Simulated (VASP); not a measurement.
# Cu5Ni (P-3m1) in VASP: single point with r2SCAN

Aim: the single point of Cu5Ni with r2SCAN.

All numbers are computed with VASP 6.6.1; they aren't measurements. Logs are shortened: lines on timing, memory, paths and dates and some standing lists are left out, and cuts for length are marked.

## 1. The cell of the first run

It takes space group P-3m1 (No. 164, trigonal). The conventional cell has a = 2.550 Å, b = 2.550 Å, c = 12.496 Å, α = 90.00°, β = 90.00°, γ = 120.00°. Within 3.3 Å of Cu (site symmetry 3m) lie 3 Ni at 2.52 Å and 9 Cu at 2.55 to 2.57 Å. Within 3.4 Å of Cu (site symmetry 3m) lie 12 Cu at 2.55 to 2.57 Å. Within 3.4 Å of Cu (site symmetry -3m) lie 12 Cu at 2.55 to 2.56 Å. Ni (site symmetry -3m) has 6 Cu at 2.52 Å and 6 Ni at 2.55 Å within 3.3 Å.

## 2. Single point, r2SCAN

POSCAR reads:

```
Cu5Ni
1.0
    2.5496813131     -0.0000000289      0.0000000000
   -1.2748406315      2.2080888031      0.0000000000
    0.0000000000      0.0000000000     12.4956948000
Cu Ni
5 1
Direct
    0.3333333333      0.6666666667      0.8362110000
    0.6666666667      0.3333333333      0.6680890000
    0.0000000000      0.0000000000      0.5000000000
    0.3333333333      0.6666666667      0.3319110000
    0.6666666667      0.3333333333      0.1637890000
    0.0000000000      0.0000000000      0.0000000000
```

INCAR.step1 reads:

```
  PREC = Accurate
  ENCUT = 520
  ISMEAR = 0
  SIGMA = 0.1
  LREAL = F
  LASPH = T
  NELM = 60
  NBANDS = 42
  GGA = PE
  ALGO = Normal
  EDIFF = 1E-4
  LWAVE = T
  LCHARG = F
```

INCAR.step2 reads:

```
  PREC = Accurate
  ENCUT = 520
  EDIFF = 1E-6
  ISMEAR = 0
  SIGMA = 0.1
  LREAL = F
  LASPH = T
  NELM = 60
  ALGO = Normal
  ISIF = 2
  LWAVE = F
  LCHARG = F
  METAGGA = R2SCAN
  LMIXTAU = T
  NBANDS = 42
  ISTART = 1
```

KPOINTS reads:

```
regular mesh
0
Gamma
  18 18 4
```

Potentials or basis: VASP PAW PBE potentials, release 64 (Cu, Ni).

Started as:

```
$ cat potpaw_PBE.64/Cu/POTCAR potpaw_PBE.64/Ni/POTCAR > POTCAR
$ cp INCAR.step1 INCAR
$ mpirun -np 1 vasp_std > vasp.out
$ cp INCAR.step2 INCAR
$ mpirun -np 1 vasp_std > vasp.out
```

OUTCAR:

```text
PREC = Accurate
   ENCUT = 520
   EDIFF = 1E-6
   ISMEAR = 0
   LREAL = F
   LASPH = T
   NELM = 60
   ISIF = 2
   METAGGA = R2SCAN
   ISTART = 1

 ion  position               nearest neighbor table
   1  0.333  0.667  0.836-   6 2.52   6 2.52   6 2.52   2 2.57   2 2.57   2 2.57
   2  0.667  0.333  0.668-   3 2.56   3 2.56   3 2.56   1 2.57   1 2.57   1 2.57
   3  0.000  0.000  0.500-   2 2.56   4 2.56   4 2.56   2 2.56   2 2.56   4 2.56
   4  0.333  0.667  0.332-   3 2.56   3 2.56   3 2.56   5 2.57   5 2.57   5 2.57
   5  0.667  0.333  0.164-   6 2.52   6 2.52   6 2.52   4 2.57   4 2.57   4 2.57
   6  0.000  0.000  0.000-   1 2.52   5 2.52   1 2.52   5 2.52   5 2.52   1 2.52

  LATTYP: Found a hexagonal cell.
 ALAT       =     2.5496813131
 C/A-ratio  =     4.9008849599

  Lattice vectors:

 A1 = (   2.5496813131,  -0.0000000289,   0.0000000000)
 A2 = (  -1.2748406315,   2.2080888031,   0.0000000000)
 A3 = (   0.0000000000,   0.0000000000,  12.4956948000)

Analysis of symmetry for initial positions (statically):
=====================================================================
 Subroutine PRICEL returns:
 Original cell was already a primitive cell.

 Routine SETGRP: Setting up the symmetry group for a
 hexagonal supercell.

 Subroutine GETGRP returns: Found 12 space group operations
 (whereof 12 operations were pure point group operations)
 out of a pool of 24 trial point group operations.

The static configuration has the point symmetry D_3d.

Analysis of symmetry for dynamics (positions and initial velocities):
=====================================================================
 Subroutine PRICEL returns:
 Original cell was already a primitive cell.

 Routine SETGRP: Setting up the symmetry group for a
 hexagonal supercell.

 Subroutine GETGRP returns: Found 12 space group operations
 (whereof 12 operations were pure point group operations)
 out of a pool of 24 trial point group operations.

The dynamic configuration has the point symmetry D_3d.

 Subroutine INISYM returns: Found 12 space group operations
 (whereof 12 operations are pure point group operations),
 and found     1 'primitive' translations

----------------------------------------------------------------------------------------

                                     Primitive cell

  volume of cell :      70.3498

  direct lattice vectors                    reciprocal lattice vectors
     2.549681313 -0.000000029  0.000000000     0.392205881  0.226440165  0.000000000
    -1.274840632  2.208088803  0.000000000     0.000000005  0.452880339  0.000000000
     0.000000000  0.000000000 12.495694800     0.000000000  0.000000000  0.080027563

  length of vectors
     2.549681313  2.549681313 12.495694800     0.452880339  0.452880339  0.080027563

  position of ions in fractional coordinates (direct lattice)
     0.333333333  0.666666667  0.836211000
     0.666666667  0.333333333  0.668089000
     0.000000000  0.000000000  0.500000000
     0.333333333  0.666666667  0.331911000
     0.666666667  0.333333333  0.163789000
     0.000000000  0.000000000  0.000000000

  ion indices of the primitive-cell ions
   primitive index   ion index
                 1           1
                 2           2
                 3           3
                 4           4
                 5           5
                 6           6

----------------------------------------------------------------------------------------

 KPOINTS: regular mesh

Automatic generation of k-mesh.
 Grid dimensions read from file:
 generate k-points for:   18   18    4

 Generating k-lattice:

  Cartesian coordinates                     Fractional coordinates (reciprocal lattice)
     0.021789216  0.012580009  0.000000000     0.055555556  0.000000000  0.000000000
     0.000000000  0.025160019  0.000000000     0.000000000  0.055555556  0.000000000
     0.000000000  0.000000000  0.020006891     0.000000000  0.000000000  0.250000000

  Length of vectors
     0.025160019  0.025160019  0.020006891

  Shift w.r.t. Gamma in fractional coordinates (k-lattice)
     0.000000000  0.000000000  0.000000000

 Subroutine IBZKPT returns following result:
 ===========================================

 Found    138 irreducible k-points:

 Following reciprocal coordinates:
            Coordinates               Weight
  0.000000  0.000000  0.000000      1.000000
  0.055556 -0.000000  0.000000      6.000000
  0.111111 -0.000000  0.000000      6.000000
  0.166667  0.000000  0.000000      6.000000
  0.222222 -0.000000  0.000000      6.000000
  0.277778  0.000000  0.000000      6.000000
[... 16 lines left out ...]
  0.333333  0.111111  0.000000     12.000000
  0.388889  0.111111  0.000000     12.000000
 [... further k-points ...]
   k-points           NKPTS =    138   k-points in BZ     NKDIM =    138   number of bands    NBANDS=     42
   number of dos      NEDOS =    301   number of ions     NIONS =      6
   total plane-waves  NPLWV =  38400
   dimension x,y,z NGX =    20 NGY =   20 NGZ =   96
   dimension x,y,z NGXF=    40 NGYF=   40 NGZF=  192
   ions per type =               5   1
   NGX,Y,Z   is equivalent  to a cutoff of  13.04, 13.04, 12.77 a.u.
   NGXF,Y,Z  is equivalent  to a cutoff of  26.08, 26.08, 25.54 a.u.
 SYSTEM =  unknown system
   PREC   = accura    normal or accurate (medium, high low for compatibility)
   ISTART =      1    job   : 0-new  1-cont  2-samecut
   ICHARG =      0    charge: 1-file 2-atom 10-const
   ISPIN  =      1    spin polarized calculation?
   LNONCOLLINEAR =      F non collinear calculations
   LSORBIT =      F    spin-orbit coupling
   LASPH  =      T    aspherical Exc in radial PAW
   ENCUT  =  520.0 eV  38.22 Ry    6.18 a.u.   4.74  4.74 23.23*2*pi/ulx,y,z
   NELM   =     60;   NELMIN=  2; NELMDL=  0     # of ELM steps
   EDIFF  = 0.1E-05   stopping-criterion for ELM
   LREAL  =      F    real-space projection
   EDIFFG = 0.1E-04   stopping-criterion for IOM
   NSW    =      0    number of steps for IOM
   IBRION =     -1    ionic relax: 0-MD 1-quasi-New 2-CG
   NFREE  =      0    steps in history (QN), initial steepest desc. (CG)
   ISIF   =      2    stress and relaxation
   ISYM   =      2    0-nonsym 1-usesym 2-fastsym
   POTIM  = 0.5000    time-step for ionic-motion
   TEBEG  =    0.0;   TEEND  =   0.0 temperature during run
   PSTRESS=    0.0 pullay stress
   NELECT =      65.0000    total number of electrons
   NUPDOWN=      -1.0000    fix difference up-down
   EMIN   =  10.00;   EMAX   =-10.00  energy-range for DOS
   EFERMI =   0.00;   METHOD = LEGACY
   ISMEAR =     0;   SIGMA  =   0.10  broadening in eV -4-tet -1-fermi 0-gaus
   EFERMI_NEDOS =   21; number of points for ismear=-14 and -15
   IALGO  =     38    algorithm
   IMIX   =      4    mixing-type and parameters
     AMIX     =   0.40;   BMIX     =  1.00
     AMIX_MAG =   1.60;   BMIX_MAG =  1.00
  volume/ion in A,a.u.               =      11.72        79.12
  Fermi-wavevector in a.u.,A,eV,Ry     =   1.594502  3.013171 34.591940  2.542436
  Thomas-Fermi vector in A             =   2.692566
   LORBIT       =      0    0 simple, 1 ext, 2 COOP (PROOUT), +10 PAW based schemes
   METAGGA = R2SCAN    functional components
   LHFCALC =     F    Hartree Fock is set to
   AEXX    =    0.0000 exact exchange contribution
   IVDW    =     0    specifies the selected vdW correction
   LEPSILON=     F    determine dielectric tensor
   LRPA    =     F    only Hartree local field effects (RPA)
 non-spin polarized calculation
 Gauss-broadening in eV      SIGMA  =   0.10
  energy-cutoff  :      520.00
  volume of cell :       70.35
 maximum number of plane-waves:      1919
   NGX =  9   NGY =  9   NGZ = 47

 number of electron      64.9999999 magnetization

 Free energy of the ion-electron system (eV)
  ---------------------------------------------------
  ext. energy  EPLUGINS =         0.00000000
  ---------------------------------------------------
  free energy    TOTEN  =       -65.96410165 eV

  energy without entropy =      -65.95049875  energy(sigma->0) =      -65.95730020

 E-fermi :   7.4937     XC(G=0): -13.7946

 val. band max:        7.4877241565   @ k =   0.0556   0.0556   0.5000
 cond. band min:       7.4986210170   @ k =   0.3333   0.0556   0.2500
 fundamental gap:      0.0108968605
 Fermi energy:         7.4936839085

 k-point     1 :       0.0000    0.0000    0.0000
  band No.  band energies     occupation
      1      -2.0077      2.00000
      2      -1.0486      2.00000
      3      -0.8274      2.00000
      4       1.4419      2.00000
      5       1.6110      2.00000
      6       2.5116      2.00000
[... 34 lines left out ...]
     41      25.2303      0.00000
     42      29.6170      0.00000

 k-point     2 :       0.0556   -0.0000    0.0000
  band No.  band energies     occupation
      1      -1.9031      2.00000
      2      -0.9486      2.00000
      3      -0.7274      2.00000
      4       1.5255      2.00000
      5       1.6913      2.00000
      6       2.5731      2.00000
[... 34 lines left out ...]
     41      25.3072      0.00000
     42      28.1907      0.00000

 k-point     3 :       0.1111   -0.0000    0.0000
  band No.  band energies     occupation
      1      -1.5924      2.00000
      2      -0.6528      2.00000
      3      -0.4319      2.00000
      4       1.7659      2.00000
      5       1.9206      2.00000
      6       2.7464      2.00000
[... 34 lines left out ...]
     41      25.4302      0.00000
     42      25.5161      0.00000

 k-point     4 :       0.1667    0.0000    0.0000
  band No.  band energies     occupation
      1      -1.0857      2.00000
      2      -0.1762      2.00000
      3       0.0429      2.00000
      4       2.1234      2.00000
      5       2.2612      2.00000
      6       2.9934      2.00000
[... 844 lines left out ...]
     41      19.1431      0.00000
     42      19.4805      0.00000

 k-point    23 :       0.3333    0.1111    0.0000
  band No.  band energies     occupation
      1       2.2365      2.00000
      2       2.4415      2.00000
      3       2.6103      2.00000
      4       2.8533      2.00000
      5       3.2041      2.00000
      6       3.2508      2.00000
[... 34 lines left out ...]
     41      17.0086      0.00000
     42      17.6102      0.00000

 k-point    24 :       0.3889    0.1111    0.0000
  band No.  band energies     occupation
      1       2.5347      2.00000
      2       2.7032      2.00000
      3       2.7692      2.00000
      4       2.9322      2.00000
      5       3.1271      2.00000
      6       3.1497      2.00000
[... 34 lines left out ...]
     41      16.0018      0.00000
     42      17.0884      0.00000

 [... further k-points ...]

------------------------ aborting loop because EDIFF is reached ----------------------------------------

  FORCE on cell =-STRESS in cart. coord.  units (eV):
  Direction    XX          YY          ZZ          XY          YZ          ZX
  --------------------------------------------------------------------------------------
  -------------------------------------------------------------------------------------
  Total       -2.6804502     -2.6804502     -2.7231211     -0.0000000      0.0000000      0.0000000
  in kB      -61.0457572    -61.0457572    -62.0175618     -0.0000000      0.0000000      0.0000000
  external PRESSURE =     -61.3696921 kB  Pullay stress =       0.0000000 kB

 VOLUME and BASIS-vectors are now :
 -----------------------------------------------------------------------------
  energy-cutoff  :      520.00
  volume of cell :       70.35
      direct lattice vectors                 reciprocal lattice vectors
     2.549681313 -0.000000029  0.000000000     0.392205881  0.226440165  0.000000000
    -1.274840632  2.208088803  0.000000000     0.000000005  0.452880339  0.000000000
     0.000000000  0.000000000 12.495694800     0.000000000  0.000000000  0.080027563

 POSITION                                       TOTAL-FORCE (eV/Angst)
 -----------------------------------------------------------------------------------
      0.00000      1.47206     10.44904         0.000000      0.000000      0.028318
      1.27484      0.73603      8.34824        -0.000000     -0.000000      0.001625
      0.00000      0.00000      6.24785         0.000000     -0.000000      0.000000
      0.00000      1.47206      4.14746         0.000000      0.000000     -0.001625
      1.27484      0.73603      2.04666         0.000000     -0.000000     -0.028318
      0.00000      0.00000      0.00000         0.000000     -0.000000      0.000000
 -----------------------------------------------------------------------------------
    total drift:                               -0.000000     -0.000000      0.000000

  FREE ENERGIE OF THE ION-ELECTRON SYSTEM (eV)
  ---------------------------------------------------
  free  energy   TOTEN  =       -65.9641016458 eV

  energy  without entropy=      -65.9504987530  energy(sigma->0) =      -65.95730020
```

It took 19 min on 1 thread of AMD EPYC 9R45 (Zen 5), shared host; peak memory 0.4 GiB.

Results:

| Property | Result |
| --- | --- |
| Free energy | -65.9641 eV |
| Pressure | -6.1 GPa |
| Largest force | 0.028 eV/Å |
| Band gap on the k mesh | zero (an odd number of electrons rules out a gap without spin polarisation) |

Forces in eV/Å, atoms in the order of the input:
```
Cu   0.000  0.000  0.028
Cu   0.000  0.000  0.002
Cu   0.000  0.000  0.000
Cu   0.000  0.000 -0.002
Cu   0.000  0.000 -0.028
Ni   0.000  0.000  0.000
```

Caveat: the cell stands under tension; the PAW data sets were made with another functional, which shifts forces and pressure a little.
